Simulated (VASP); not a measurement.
A run of VASP 6.6.1:

File INCAR:

```
ALGO     = Normal         # electronic algorithm
EDIFF    = 1E-6           # SCF threshold, eV
ENCUT    = 520            # plane-wave cutoff, eV
GGA      = PE             # functional
ISIF     = 2              # what is computed and relaxed
ISMEAR   = -1             # smearing method
LASPH    = True           # aspherical terms in the spheres
LCHARG   = False          # write CHGCAR
LREAL    = False          # projectors in reciprocal space
LWAVE    = False          # write WAVECAR
NBANDS   = 16             # bands
NELM     = 60             # most SCF steps
PREC     = Accurate       # precision mode
SIGMA    = 0.05           # smearing width, eV
```

File KPOINTS:

```
k-points
0
Gamma
  13 13 13
```

File POSCAR:

```
NbAs
1.0
    3.1275164392      0.0000000000      0.0000000000
    0.0000000000      3.1275164392      0.0000000000
    0.0000000000      0.0000000000      3.1275164392
Nb As
1 1
Direct
    0.0000000000      0.0000000000      0.0000000000
    0.5000000000      0.5000000000      0.5000000000
```

Potentials or basis: VASP PAW PBE potentials, release 64 (Nb_sv, As).

Launch:

```console
$ cat potpaw_PBE.64/Nb_sv/POTCAR potpaw_PBE.64/As/POTCAR > POTCAR
$ mpirun -np 1 vasp_std > vasp.out
```

Hardware: 1 thread of Intel(R) Xeon(R) Platinum 8259CL CPU @ 2.50GHz (Skylake/Cascade Lake), on a shared host.

Q: Estimate the wall time of this run.

A: Run time: 26 s on 1 thread of Intel(R) Xeon(R) Platinum 8259CL CPU @ 2.50GHz (Skylake/Cascade Lake), with other jobs on the host, peak memory 0.16 GiB. Counts: scf iterations 13, k points 84.
